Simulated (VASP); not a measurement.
Here is a VASP 6.6.1 calculation.

File INCAR:

```
SYSTEM = Au
ALGO = Fast ; EDIFF = 1E-7
ENCUT = 520 ; GGA = PE
ISIF = 2 ; ISMEAR = 0
LASPH = .TRUE. ; LCHARG = .FALSE.
LREAL = .FALSE. ; LWAVE = .FALSE.
NBANDS = 18 ; NELM = 100
PREC = Accurate ; SIGMA = 0.1
```

The input KPOINTS:

```
k-points
0
G
  14 14 10
  0 0 0
```

POSCAR

```
Au
1.0
    2.8527162786     -0.0177479772      0.3664052021
   -0.0309038285      2.8508733627      0.3796366054
   -0.5023268184     -0.5228755924      3.8856323534
Au
2
Direct
    0.2500000000      0.2500000000      0.7500000000
    0.7500000000      0.7500000000      0.2500000000
```

Potentials or basis: VASP PAW PBE potentials, release 64 (Au).

The run is started by

```bash
$ cat potpaw_PBE.64/Au/POTCAR > POTCAR
$ mpirun -np 1 vasp_std > vasp.out
```

(1) Predict the pressure.

(2) Estimate the band gap on the k mesh.

Results:

(1) 17.1 GPa.

(2) zero (band 11 reaches 14.97 eV, above the bottom of band 12 at 7.40 eV).

Caveat: spin-orbit coupling is left out, which moves the levels of the heavy elements.
